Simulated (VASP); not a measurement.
# Cu (Fm-3m) in VASP: further runs

The runs below take Cu through single point, relaxation of cell and atoms, with LDA.

Program: VASP 6.6.1. These are calculated values, not measurements. Logs are shortened: lines on timing, memory, paths and dates and some standing lists are left out, and cuts for length are marked.

## 1. The cell of the first run

It takes space group Fm-3m (No. 225, cubic). The conventional cell has a = 3.519 Å, b = 3.519 Å, c = 3.519 Å, α = 90.00°, β = 90.00°, γ = 90.00°. Within 3.3 Å of Cu (site symmetry m-3m) lie 12 Cu at 2.49 Å.

## 2. Single point, LDA

The input, INCAR:

```
PREC = Accurate ; ENCUT = 520
EDIFF = 1E-6 ; ISMEAR = 0
SIGMA = 0.1 ; LREAL = False
LASPH = True ; NELM = 100
ALGO = Normal ; ISIF = 2
LWAVE = False ; LCHARG = False
NBANDS = 12
```

The input, KPOINTS:

```
regular mesh
0
Gamma
  10 10 10
```

The input, POSCAR:

```
Cu
1.0
    0.0000000000      1.7594476940      1.7594476940
    1.7594476940      0.0000000000      1.7594476940
    1.7594476940      1.7594476940      0.0000000000
Cu
1
Direct
    0.0000000000      0.0000000000      0.0000000000
```

Potentials or basis: VASP PAW LDA potentials, release 64 (Cu).

Started as:

```
$ cat potpaw_LDA.64/Cu/POTCAR > POTCAR
$ mpirun -np 1 vasp_std > vasp.out
```

OUTCAR:

```text
PREC = Accurate
   ENCUT = 520
   EDIFF = 1E-6
   ISMEAR = 0
   LREAL = False
   LASPH = True
   NELM = 100
   ISIF = 2

 ion  position               nearest neighbor table
   1  0.000  0.000  0.000-

  LATTYP: Found a face centered cubic cell.
 ALAT       =     3.5188953880

  Lattice vectors:

 A1 = (   0.0000000000,   1.7594476940,   1.7594476940)
 A2 = (   1.7594476940,   0.0000000000,   1.7594476940)
 A3 = (   1.7594476940,   1.7594476940,   0.0000000000)

Analysis of symmetry for initial positions (statically):
=====================================================================
 Subroutine PRICEL returns:
 Original cell was already a primitive cell.

 Routine SETGRP: Setting up the symmetry group for a
 face centered cubic supercell.

 Subroutine GETGRP returns: Found 48 space group operations
 (whereof 48 operations were pure point group operations)
 out of a pool of 48 trial point group operations.

The static configuration has the point symmetry O_h .

Analysis of symmetry for dynamics (positions and initial velocities):
=====================================================================
 Subroutine PRICEL returns:
 Original cell was already a primitive cell.

 Routine SETGRP: Setting up the symmetry group for a
 face centered cubic supercell.

 Subroutine GETGRP returns: Found 48 space group operations
 (whereof 48 operations were pure point group operations)
 out of a pool of 48 trial point group operations.

The dynamic configuration has the point symmetry O_h .

 Subroutine INISYM returns: Found 48 space group operations
 (whereof 48 operations are pure point group operations),
 and found     1 'primitive' translations

----------------------------------------------------------------------------------------

                                     Primitive cell

  volume of cell :      10.8933

  direct lattice vectors                    reciprocal lattice vectors
     0.000000000  1.759447694  1.759447694    -0.284180088  0.284180088  0.284180088
     1.759447694  0.000000000  1.759447694     0.284180088 -0.284180088  0.284180088
     1.759447694  1.759447694  0.000000000     0.284180088  0.284180088 -0.284180088

  length of vectors
     2.488234791  2.488234791  2.488234791     0.492214350  0.492214350  0.492214350

  position of ions in fractional coordinates (direct lattice)
     0.000000000  0.000000000  0.000000000

  ion indices of the primitive-cell ions
   primitive index   ion index
                 1           1

----------------------------------------------------------------------------------------

 KPOINTS: regular mesh

Automatic generation of k-mesh.
 Grid dimensions read from file:
 generate k-points for:   10   10   10

 Generating k-lattice:

  Cartesian coordinates                     Fractional coordinates (reciprocal lattice)
    -0.028418009  0.028418009  0.028418009     0.100000000  0.000000000  0.000000000
     0.028418009 -0.028418009  0.028418009     0.000000000  0.100000000  0.000000000
     0.028418009  0.028418009 -0.028418009     0.000000000  0.000000000  0.100000000

  Length of vectors
     0.049221435  0.049221435  0.049221435

  Shift w.r.t. Gamma in fractional coordinates (k-lattice)
     0.000000000  0.000000000  0.000000000

 Subroutine IBZKPT returns following result:
 ===========================================

 Found     47 irreducible k-points:

 Following reciprocal coordinates:
            Coordinates               Weight
  0.000000  0.000000  0.000000      1.000000
  0.100000  0.000000  0.000000      8.000000
  0.200000  0.000000  0.000000      8.000000
  0.300000  0.000000  0.000000      8.000000
  0.400000  0.000000  0.000000      8.000000
  0.500000  0.000000  0.000000      4.000000
[... 16 lines left out ...]
  0.300000  0.300000  0.000000      6.000000
  0.400000  0.300000  0.000000     24.000000
 [... further k-points ...]
   k-points           NKPTS =     47   k-points in BZ     NKDIM =     47   number of bands    NBANDS=     12
   number of dos      NEDOS =    301   number of ions     NIONS =      1
   total plane-waves  NPLWV =   8000
   dimension x,y,z NGX =    20 NGY =   20 NGZ =   20
   dimension x,y,z NGXF=    40 NGYF=   40 NGZF=   40
   ions per type =               1
   NGX,Y,Z   is equivalent  to a cutoff of  13.36, 13.36, 13.36 a.u.
   NGXF,Y,Z  is equivalent  to a cutoff of  26.73, 26.73, 26.73 a.u.
 SYSTEM =  unknown system
   PREC   = accura    normal or accurate (medium, high low for compatibility)
   ISTART =      0    job   : 0-new  1-cont  2-samecut
   ICHARG =      2    charge: 1-file 2-atom 10-const
   ISPIN  =      1    spin polarized calculation?
   LNONCOLLINEAR =      F non collinear calculations
   LSORBIT =      F    spin-orbit coupling
   LASPH  =      T    aspherical Exc in radial PAW
   ENCUT  =  520.0 eV  38.22 Ry    6.18 a.u.   4.63  4.63  4.63*2*pi/ulx,y,z
   NELM   =    100;   NELMIN=  2; NELMDL= -5     # of ELM steps
   EDIFF  = 0.1E-05   stopping-criterion for ELM
   LREAL  =      F    real-space projection
[... 7 lines left out ...]
   TEBEG  =    0.0;   TEEND  =   0.0 temperature during run
   PSTRESS=    0.0 pullay stress
   NELECT =      11.0000    total number of electrons
   NUPDOWN=      -1.0000    fix difference up-down
   EMIN   =  10.00;   EMAX   =-10.00  energy-range for DOS
   EFERMI =   0.00;   METHOD = LEGACY
   ISMEAR =     0;   SIGMA  =   0.10  broadening in eV -4-tet -1-fermi 0-gaus
   EFERMI_NEDOS =   21; number of points for ismear=-14 and -15
   IALGO  =     38    algorithm
   IMIX   =      4    mixing-type and parameters
     AMIX     =   0.40;   BMIX     =  1.00
     AMIX_MAG =   1.60;   BMIX_MAG =  1.00
  volume/ion in A,a.u.               =      10.89        73.51
  Fermi-wavevector in a.u.,A,eV,Ry     =   1.642427  3.103737 36.702613  2.697566
  Thomas-Fermi vector in A             =   2.732731
   LORBIT       =      0    0 simple, 1 ext, 2 COOP (PROOUT), +10 PAW based schemes
   GGA     = CA    functional components
   LHFCALC =     F    Hartree Fock is set to
   AEXX    =    0.0000 exact exchange contribution
   IVDW    =     0    specifies the selected vdW correction
   LEPSILON=     F    determine dielectric tensor
   LRPA    =     F    only Hartree local field effects (RPA)
 non-spin polarized calculation
 Gauss-broadening in eV      SIGMA  =   0.10
  energy-cutoff  :      520.00
  volume of cell :       10.89
 maximum number of plane-waves:       303
   NGX =  9   NGY =  9   NGZ =  9

 number of electron      10.9999998 magnetization

 Free energy of the ion-electron system (eV)
  ---------------------------------------------------
  ext. energy  EPLUGINS =         0.00000000
  ---------------------------------------------------
  free energy    TOTEN  =        -4.69346418 eV

  energy without entropy =       -4.68993379  energy(sigma->0) =       -4.69169899

 E-fermi :   8.2658     XC(G=0): -13.5830

 val. band max:        8.2143085621   @ k =   0.5000   0.1000   0.0000
 cond. band min:       8.5269192505   @ k =   0.5000   0.3000   0.1000
 fundamental gap:      0.3126106884
 Fermi energy:         8.2657775301

 k-point     1 :       0.0000    0.0000    0.0000
  band No.  band energies     occupation
      1      -1.5850      2.00000
      2       5.0541      2.00000
      3       5.0541      2.00000
      4       5.0541      2.00000
      5       6.0035      2.00000
      6       6.0035      2.00000
      7      31.7133      0.00000
      8      34.8306      0.00000
      9      34.8306      0.00000
     10      34.8306      0.00000
     11      37.4457      0.00000
     12      37.4457      0.00000

 k-point     2 :       0.1000    0.0000    0.0000
  band No.  band energies     occupation
      1      -1.2012      2.00000
      2       4.9698      2.00000
      3       5.1270      2.00000
      4       5.1270      2.00000
      5       5.9770      2.00000
      6       5.9770      2.00000
      7      29.3734      0.00000
      8      32.6605      0.00000
      9      33.9293      0.00000
     10      33.9293      0.00000
     11      38.8214      0.00000
     12      38.8214      0.00000

 k-point     3 :       0.2000    0.0000    0.0000
  band No.  band energies     occupation
      1      -0.1040      2.00000
      2       4.8015      2.00000
      3       5.2372      2.00000
      4       5.2372      2.00000
      5       5.9992      2.00000
      6       5.9992      2.00000
      7      24.1021      0.00000
      8      32.0876      0.00000
      9      32.8082      0.00000
     10      32.8082      0.00000
     11      39.3113      0.00000
     12      39.3524      0.00000
[... 286 lines left out ...]
 k-point    23 :       0.3000    0.3000    0.0000
  band No.  band energies     occupation
      1       2.2015      2.00000
      2       3.9972      2.00000
      3       5.6900      2.00000
      4       6.0807      2.00000
      5       6.0807      2.00000
      6       6.4111      2.00000
      7      24.7056      0.00000
      8      24.8954      0.00000
      9      24.8954      0.00000
     10      27.7165      0.00000
     11      31.0626      0.00000
     12      49.0022      0.00000

 k-point    24 :       0.4000    0.3000    0.0000
  band No.  band energies     occupation
      1       2.9143      2.00000
      2       3.8443      2.00000
      3       5.6557      2.00000
      4       6.1523      2.00000
      5       6.6114      2.00000
      6       7.2637      2.00000
      7      21.1292      0.00000
      8      22.0830      0.00000
      9      24.0332      0.00000
     10      28.3998      0.00000
     11      32.4609      0.00000
     12      47.5924      0.00000

 [... further k-points ...]
[... 5 lines left out ...]
  --------------------------------------------------------------------------------------
  -------------------------------------------------------------------------------------
  Total        0.0519802      0.0519802      0.0519802     -0.0000000     -0.0000000      0.0000000
  in kB        7.6452109      7.6452109      7.6452109     -0.0000000     -0.0000000      0.0000000
  external PRESSURE =       7.6452109 kB  Pullay stress =       0.0000000 kB

 VOLUME and BASIS-vectors are now :
 -----------------------------------------------------------------------------
  energy-cutoff  :      520.00
  volume of cell :       10.89
      direct lattice vectors                 reciprocal lattice vectors
     0.000000000  1.759447694  1.759447694    -0.284180088  0.284180088  0.284180088
     1.759447694  0.000000000  1.759447694     0.284180088 -0.284180088  0.284180088
     1.759447694  1.759447694  0.000000000     0.284180088  0.284180088 -0.284180088

 POSITION                                       TOTAL-FORCE (eV/Angst)
 -----------------------------------------------------------------------------------
      0.00000      0.00000      0.00000         0.000000      0.000000      0.000000
 -----------------------------------------------------------------------------------
    total drift:                                0.000000      0.000000      0.000000

  FREE ENERGIE OF THE ION-ELECTRON SYSTEM (eV)
  ---------------------------------------------------
  free  energy   TOTEN  =        -4.6934641765 eV

  energy  without entropy=       -4.6899337945  energy(sigma->0) =       -4.69169899
```

Wall time 2.8 s (1 thread of Intel Xeon 6975P-C (Granite Rapids), shared host); peak memory 0.12 GiB.

What came out:

```yaml
Free_energy: -4.6935 eV
Pressure: 0.8 GPa
```

## 3. Relaxation of cell and atoms, LDA

This run uses another cell than the first one, of 11.81 Å³/atom, 1.084 times its volume.

The input, INCAR:

```
SYSTEM = Cu
  ALGO = Fast
  EDIFF = 1E-6
  EDIFFG = -0.05
  ENCUT = 600
  IBRION = 2
  ISIF = 3
  ISMEAR = 0
  LASPH = .True.
  LCHARG = .False.
  LREAL = .False.
  LWAVE = .False.
  NELM = 80
  NSW = 100
  PREC = Accurate
  SIGMA = 0.1
```

The input, KPOINTS:

```
k-points
0
Gamma
  10 10 10
  0 0 0
```

The input, POSCAR:

```
Cu
1.0
    0.0000000000      1.8075000000      1.8075000000
    1.8075000000      0.0000000000      1.8075000000
    1.8075000000      1.8075000000      0.0000000000
Cu
1
Direct
    0.0000000000      0.0000000000      0.0000000000
```

Potentials or basis: VASP PAW LDA potentials, release 64 (Cu).

Started as:

```
$ cat potpaw_LDA.64/Cu/POTCAR > POTCAR
$ mpirun -np 1 vasp_std > vasp.out
```

Run time: 6.6 s. Hardware: 1 thread of Intel Xeon 6975P-C (Granite Rapids), shared host; peak memory 0.12 GiB.

The run converged. Its results:

```
Free energy                            : -4.6940 eV
Relaxed volume                         : 10.94 Å³/atom
Relaxed cell                           : a = 2.492 Å, b = 2.492 Å, c = 2.492 Å, α = 60.00°, β = 60.00°, γ = 60.00°
Space group after relaxing (to 0.05 Å) : Fm-3m (No. 225)
Energy gained by relaxing              : 33.8 meV/atom
Ionic steps                            : 3
Pressure after relaxing                : -0.6 GPa
```

Step by step:
| step | energy change (eV) | largest force (eV/Å) | pressure (GPa) | volume (Å³) |
| --- | --- | --- | --- | --- |
| 1 | 0.0000 | 0.0000 | -11.43 | 11.81 |
| 2 | -0.0188 | 0.0000 | 10.27 | 10.43 |
| 3 | -0.0338 | 0.0000 | -0.55 | 10.94 |

Final structure:
```
CELL_PARAMETERS angstrom
0.00000 1.76194 1.76194
1.76194 0.00000 1.76194
1.76194 1.76194 0.00000
ATOMIC_POSITIONS crystal
Cu 0.00000 0.00000 0.00000
```

Levels at points of the mesh, in eV from the Fermi level:
| k point | band 4 | band 5 | band 6 | band 7 | band 8 | band 9 |
| --- | --- | --- | --- | --- | --- | --- |
| (0.00, 0.00, 0.00) | -3.20 | -2.25 | -2.25 | 23.41 | 26.50 | 26.50 |
| (0.50, 0.00, 0.00) | -1.61 | -1.61 | -1.08 | 4.25 | 21.90 | 23.26 |
| (0.50, 0.50, 0.00) | -1.46 | -1.46 | 1.56 | 7.79 | 13.74 | 13.74 |

## 4. Single point, LDA (volume scaled by 0.98)

The input, INCAR:

```
PREC = Accurate
ENCUT = 520
EDIFF = 1E-7
ISMEAR = -1
SIGMA = 0.15
LREAL = F
LASPH = T
NELM = 100
ALGO = Normal
ISIF = 2
LWAVE = F
LCHARG = F
NBANDS = 12
```

The input, KPOINTS:

```
regular mesh
0
Gamma
  20 20 20
```

The input, POSCAR:

```
Cu
1.0
    0.0000000000      1.7475954201      1.7475954201
    1.7475954201      0.0000000000      1.7475954201
    1.7475954201      1.7475954201      0.0000000000
Cu
1
Direct
    0.0000000000      0.0000000000      0.0000000000
```

Started as:

```
$ cat potpaw_LDA.64/Cu/POTCAR > POTCAR
$ mpirun -np 1 vasp_std > vasp.out
```

It took 10 s on 1 thread of Intel Xeon 6975P-C (Granite Rapids), shared host; peak memory 0.13 GiB.

The run converged. Its results:

| Item | Value |
| --- | --- |
| Free energy | -4.7145 eV |
| Pressure | 4.9 GPa |

Levels at points of the mesh, in eV from the Fermi level:
```
           k point  band 2  band 3  band 4  band 5  band 6  band 7  band 8  band 9  band 10  band 11
(0.00, 0.00, 0.00)   -3.43   -3.43   -3.43   -2.45   -2.45   23.45   26.74   26.74    26.74    29.38
(0.50, 0.00, 0.00)   -3.46   -3.46   -1.79   -1.79   -1.31    4.24   21.92   23.51    23.51    26.55
(0.50, 0.50, 0.00)   -5.06   -1.80   -1.62   -1.62    1.39    7.83   13.78   13.78    18.69    21.98
```

Caveat: the cell differs from its parent crystal (volume scaled by 0.98).

## 5. Overview

```tsv
task	cell	k mesh	cutoff (eV)	smearing	gap on the mesh (eV)	pressure (GPa)
single point	a = 2.488 Å, angles 60.0°, 1 atom	10 × 10 × 10	520	gaussian 0.1 eV	none	0.8
relaxation of cell and atoms	relaxed from a = 2.556 Å, angles 60.0°, 1 atom	10 × 10 × 10	600	gaussian 0.1 eV	none	-0.6
single point	a = 2.471 Å, angles 60.0°, 1 atom	20 × 20 × 20	520	fermi-dirac 0.15 eV	none	4.9
```

Alike in all rows: level LDA; potentials or basis VASP PAW LDA potentials, release 64 (Cu); no spin polarisation.

Absolute energies hang on the potentials; compare differences alone.
